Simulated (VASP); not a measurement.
SrO: single point with PBEsol

The system is SrO.

```xyz
2
Lattice="0.0000 2.5351 2.5351 2.5351 0.0000 2.5351 2.5351 2.5351 0.0000" Properties=species:S:1:pos:R:3 pbc="T T T"
Sr    0.0000    0.0000    0.0000
O     2.5351    2.5351    2.5351
```

This cell differs from its parent crystal: volume scaled by 0.96.

```json
{"Program": "VASP 6.6.1", "Task": "single point", "Functional": "PBEsol", "Potentials or basis": "VASP PAW PBE potentials, release 64 (Sr_sv, O)", "Cutoff": "520 eV", "k mesh": "8 × 8 × 8", "Occupations": "fermi-dirac, width 0.03 eV", "Spin": "no spin polarisation", "Dipole correction": "no", "Further INCAR settings": "ALGO = Normal; EDIFF = 1e-06; NBANDS = 15"}
```

The pressure is 3.8 GPa. The band gap on the k mesh is 3.12 eV, indirect (least direct gap 3.18 eV).

Levels at points of the mesh, in eV from the valence-band top:
| k point | band 6 | band 7 | band 8 | band 9 | band 10 | band 11 |
| --- | --- | --- | --- | --- | --- | --- |
| (0.00, 0.00, 0.00) | 0.00 | 0.00 | 0.00 | 4.13 | 6.25 | 6.25 |
| (0.50, 0.00, 0.00) | -2.31 | -1.24 | -1.24 | 6.67 | 8.63 | 9.09 |
| (0.50, 0.50, 0.00) | -0.36 | -0.06 | -0.06 | 3.12 | 8.09 | 10.47 |

Run time: 14 s on 1 thread of Intel(R) Xeon(R) Platinum 8375C CPU @ 2.90GHz (Ice Lake) (shared host), peak memory 0.16 GiB.

Caveat: the PAW data sets were made with another functional, which shifts forces and pressure a little. A k mesh can miss the band edges.
